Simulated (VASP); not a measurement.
# Al3Cu (P4/mmm) in VASP: a series of runs, part 2 of 2

VASP 6.6.1. The steps go on from the part before.

## 3. Relaxation of volume and atoms at fixed shape, PBEsol

This run uses another cell than the first one, of 14.50 Å³/atom, 0.988 times its volume.

Contents of INCAR:

```
SYSTEM = Al3Cu
  ALGO = Normal
  EDIFF = 1E-6
  EDIFFG = -0.01
  ENCUT = 600
  GGA = PS
  IBRION = 2
  ISIF = 8
  ISMEAR = 0
  LASPH = .TRUE.
  LCHARG = .FALSE.
  LREAL = .FALSE.
  LWAVE = .FALSE.
  NELM = 100
  NSW = 80
  PREC = Accurate
  SIGMA = 0.05
```

Contents of KPOINTS:

```
k-points
0
G
  16 16 6
  0 0 0
```

Contents of POSCAR:

```
Al3Cu
1.0
    2.7784050000      0.0000000000      0.0000000000
    0.0000000000      2.7784050000      0.0000000000
    0.0000000000      0.0000000000      7.5134030000
Al Cu
3 1
Direct
    0.0000000000      0.0000000000      0.5000000000
    0.5000000000      0.5000000000      0.2261155100
    0.5000000000      0.5000000000      0.7738844900
    0.0000000000      0.0000000000      0.0000000000
```

Potentials or basis: VASP PAW PBE potentials, release 64 (Al, Cu).

Launch:

```console
cat potpaw_PBE.64/Al/POTCAR potpaw_PBE.64/Cu/POTCAR > POTCAR
mpirun -np 1 vasp_std > vasp.out
```

OUTCAR:

```text
SYSTEM = Al3Cu
   EDIFF = 1E-6
   EDIFFG = -0.01
   ENCUT = 600
   GGA = PS
   IBRION = 2
   ISIF = 8
   ISMEAR = 0
   LASPH = .TRUE.
   LREAL = .FALSE.
   NELM = 100
   NSW = 80
   PREC = Accurate

 ion  position               nearest neighbor table
   1  0.000  0.000  0.500-   2 2.85   3 2.85   2 2.85   3 2.85   2 2.85   3 2.85   2 2.85   3 2.85

   2  0.500  0.500  0.226-   4 2.60   4 2.60   4 2.60   4 2.60   1 2.85   1 2.85   1 2.85   1 2.85

   3  0.500  0.500  0.774-   4 2.60   4 2.60   4 2.60   4 2.60   1 2.85   1 2.85   1 2.85   1 2.85

   4  0.000  0.000  0.000-   2 2.60   3 2.60   2 2.60   3 2.60   2 2.60   3 2.60   2 2.60   3 2.60

  LATTYP: Found a simple tetragonal cell.
 ALAT       =     2.7784050000
 C/A-ratio  =     2.7042144684

  Lattice vectors:

 A1 = (   2.7784050000,   0.0000000000,   0.0000000000)
 A2 = (   0.0000000000,   2.7784050000,   0.0000000000)
 A3 = (   0.0000000000,   0.0000000000,   7.5134030000)

Analysis of symmetry for initial positions (statically):
=====================================================================
 Subroutine PRICEL returns:
 Original cell was already a primitive cell.

 Routine SETGRP: Setting up the symmetry group for a
 simple tetragonal supercell.

 Subroutine GETGRP returns: Found 16 space group operations
 (whereof 16 operations were pure point group operations)
 out of a pool of 16 trial point group operations.

[... 470 lines left out ...]
--------------------------------------- Ionic step        9  -------------------------------------------

 number of electron      20.0000013 magnetization

 Free energy of the ion-electron system (eV)
  ---------------------------------------------------
  ext. energy  EPLUGINS =         0.00000000
  ---------------------------------------------------
  free energy    TOTEN  =       -16.95447485 eV

  energy without entropy =      -16.95221400  energy(sigma->0) =      -16.95334443

 E-fermi :   8.3927     XC(G=0): -10.9360

 val. band max:        8.3910118601   @ k =   0.2500   0.1875   0.0000
 cond. band min:       8.3957248939   @ k =   0.4375   0.1875   0.3333
 fundamental gap:      0.0047130338
 Fermi energy:         8.3926976028

 k-point     1 :       0.0000    0.0000    0.0000
  band No.  band energies     occupation
      1      -2.8113      2.00000
      2      -0.3647      2.00000
      3      -0.0915      2.00000
      4       3.8578      2.00000
      5       3.9601      2.00000
      6       4.7218      2.00000
      7       4.7218      2.00000
      8       5.1069      2.00000
      9       6.7065      2.00000
     10       9.0049      0.00000
     11      14.6989      0.00000
     12      14.8737      0.00000
     13      14.8737      0.00000
     14      16.2625      0.00000
[... 377 lines left out ...]
      1       1.9639      2.00000
      2       2.0860      2.00000
      3       2.8347      2.00000
      4       3.9641      2.00000
      5       4.0520      2.00000
      6       4.0952      2.00000
      7       4.7979      2.00000
      8       5.0176      2.00000
      9       5.1429      2.00000
     10       6.1968      2.00000
     11       6.5328      2.00000
     12      11.4850      0.00000
     13      12.5272      0.00000
     14      12.6978      0.00000

 [... further k-points ...]
[... 5 lines left out ...]
  --------------------------------------------------------------------------------------
  -------------------------------------------------------------------------------------
  Total       -0.0969723     -0.0969723      0.2433521      0.0000000      0.0000000      0.0000000
  in kB       -2.6401772     -2.6401772      6.6255272      0.0000000      0.0000000      0.0000000
  external PRESSURE =       0.4483909 kB  Pullay stress =       0.0000000 kB
[... 19 lines left out ...]
  FREE ENERGIE OF THE ION-ELECTRON SYSTEM (eV)
  ---------------------------------------------------
  free  energy   TOTEN  =       -16.9544748513 eV

  energy  without entropy=      -16.9522140008  energy(sigma->0) =      -16.95334443

 reached required accuracy - stopping structural energy minimisation
```

OSZICAR:

```text
N       E                     dE             d eps       ncg     rms          rms(c)
DAV:   1     0.815093009441E+02    0.81509E+02   -0.93630E+03  5040   0.167E+03
DAV:   2    -0.149603306280E+02   -0.96470E+02   -0.92317E+02  5166   0.270E+02
[... 72 lines left out ...]
       N       E                     dE             d eps       ncg     rms          rms(c)
DAV:   1    -0.169555498217E+02   -0.11312E-02   -0.15414E-02  5904   0.377E+00    0.277E-01
DAV:   2    -0.169558674476E+02   -0.31763E-03   -0.21282E-02  6900   0.515E+00    0.242E-01
DAV:   3    -0.169545051421E+02    0.13623E-02   -0.76755E-03  6906   0.307E+00    0.483E-02
DAV:   4    -0.169544848950E+02    0.20247E-04   -0.12553E-04  6730   0.134E-01    0.265E-02
DAV:   5    -0.169544748344E+02    0.10061E-04   -0.29664E-05  6996   0.187E-01    0.262E-03
DAV:   6    -0.169544748513E+02   -0.16899E-07   -0.15603E-06  3048   0.185E-02
   9 F= -.16954475E+02 E0= -.16953344E+02  d E =-.952349E-04
```

Wall time 4 min (1 thread of Intel Xeon 6975P-C (Granite Rapids), shared host); peak memory 0.33 GiB.

Results:

```yaml
Free_energy: -16.9545 eV
Relaxed_volume: 14.71 Å³/atom
Relaxed_cell: a = 2.792 Å, b = 2.792 Å, c = 7.550 Å, α = 90.00°, β = 90.00°, γ = 90.00°
Space_group_after_relaxing_to_0.05_Å: P4/mmm (No. 123)
Energy_gained_by_relaxing: 2.7 meV/atom
Ionic_steps: 9
Pressure_after_relaxing: 0.0 GPa
Largest_force_after_relaxing: 0.004 eV/Å
Band_gap_on_the_k_mesh: zero (band 10 reaches 12.79 eV, above the bottom of band 11 at 6.46 eV)
```

Forces in eV/Å, atoms in the order of the input:
```
Al   0.000  0.000  0.000
Al   0.000  0.000  0.004
Al   0.000  0.000 -0.004
Cu   0.000  0.000  0.000
```

The path:
```csv
step,energy change (eV),largest force (eV/Å),pressure (GPa),volume (Å³)
1,0.0000,0.2122,1.32,58.00
2,-0.0057,0.1736,-0.13,59.01
3,-0.0053,0.1637,-0.90,59.29
4,-0.0056,0.1682,-0.82,59.15
5,-0.0057,0.1707,-0.71,59.08
6,-0.0094,0.0892,-0.51,59.03
7,-0.0108,0.0048,-0.25,58.98
8,-0.0109,0.0025,0.18,58.74
9,-0.0109,0.0037,0.04,58.85
```

Final structure:
```
Al Cu
1.0
     2.79187    0.00000    0.00000
     0.00000    2.79187    0.00000
     0.00000    0.00000    7.54981
Al Cu
3 1
Direct
  0.00000 0.00000 0.50000
  0.50000 0.50000 0.22096
  0.50000 0.50000 0.77904
  0.00000 0.00000 0.00000
```

Caveat: the PAW data sets were made with another functional, which shifts forces and pressure a little.
